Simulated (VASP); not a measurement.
A run of VASP 6.6.1:

Contents of POSCAR:

```
Cr
1.0
    2.8400019744      0.0000000000      0.0000000000
    0.0000000000      2.8400019744      0.0000000000
    0.0000000000      0.0000000000      2.8400019744
Cr
2
Direct
    0.0000000000      0.0000000000      0.0000000000
    0.5000000000      0.5000000000      0.5000000000
```

The input INCAR.step1:

```
SYSTEM = Cr
PREC = Accurate ; ENCUT = 520
ISMEAR = -1 ; SIGMA = 0.05
LREAL = .FALSE. ; LASPH = .TRUE.
NELM = 150 ; ISPIN = 2
MAGMOM = 2.525 -2.525 ; LMAXMIX = 4
NBANDS = 23 ; GGA = PE
ALGO = Normal ; EDIFF = 1E-4
LWAVE = .TRUE. ; LCHARG = .FALSE.
```

The input INCAR.step2:

```
SYSTEM = Cr
PREC = Accurate ; ENCUT = 520
EDIFF = 1E-7 ; ISMEAR = -1
SIGMA = 0.05 ; LREAL = .FALSE.
LASPH = .TRUE. ; NELM = 150
ALGO = Normal ; ISIF = 2
LWAVE = .FALSE. ; LCHARG = .FALSE.
ISPIN = 2 ; MAGMOM = 2.525 -2.525
LORBIT = 11 ; LMAXMIX = 4
METAGGA = R2SCAN ; LMIXTAU = .TRUE.
NBANDS = 23 ; ISTART = 1
```

KPOINTS

```
regular mesh
0
G
  17 17 17
  0 0 0
```

Potentials or basis: VASP PAW PBE potentials, release 64 (Cr_pv).

The run is started by

```sh
$ cat potpaw_PBE.64/Cr_pv/POTCAR > POTCAR
$ cp INCAR.step1 INCAR
$ mpirun -np 1 vasp_std > vasp.out
$ cp INCAR.step2 INCAR
$ mpirun -np 1 vasp_std > vasp.out
```

Hardware: 1 thread of Intel Xeon 6975P-C, on a shared host.

Task: How long does it take, and how much memory?

Result: Wall time 6.3 min on 1 thread of Intel Xeon 6975P-C, on a shared host, peak memory 0.25 GiB. Counts: k points 165.
